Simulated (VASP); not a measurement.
Input of a VASP 6.6.1 run:

INCAR

```
  PREC = Accurate
  ENCUT = 520
  EDIFF = 1E-6
  ISMEAR = 0
  SIGMA = 0.15
  LREAL = False
  LASPH = True
  NELM = 60
  ALGO = Normal
  ISIF = 2
  LWAVE = False
  LCHARG = False
  GGA = PE
  NBANDS = 12
```

KPOINTS

```
Automatic mesh
0
Gamma
  22 22 22
```

File POSCAR:

```
Cu
1.0
    0.0000000000      1.8075000000      1.8075000000
    1.8617250000      0.0000000000      1.8075000000
    1.8617250000      1.8075000000      0.0000000000
Cu
1
Direct
    0.0000000000      0.0000000000      0.0000000000
```

Potentials or basis: VASP PAW PBE potentials, release 64 (Cu).

Command:

```sh
$ cat potpaw_PBE.64/Cu/POTCAR > POTCAR
$ mpirun -np 1 vasp_std > vasp.out
```

Question: Predict the band gap on the k mesh.

Answer: Zero (an odd number of electrons rules out a gap without spin polarisation).

Question: What does it give for the pressure?

Answer: -1.7 GPa.

Stress tensor (GPa, compression positive):
```
-2.94  0.00  0.00
 0.00 -1.15  0.00
 0.00  0.00 -1.15
```

Caveat: the cell differs from its parent crystal (strain +0.0300 x Voigt [1, 0, 0, 0, 0, 0]).
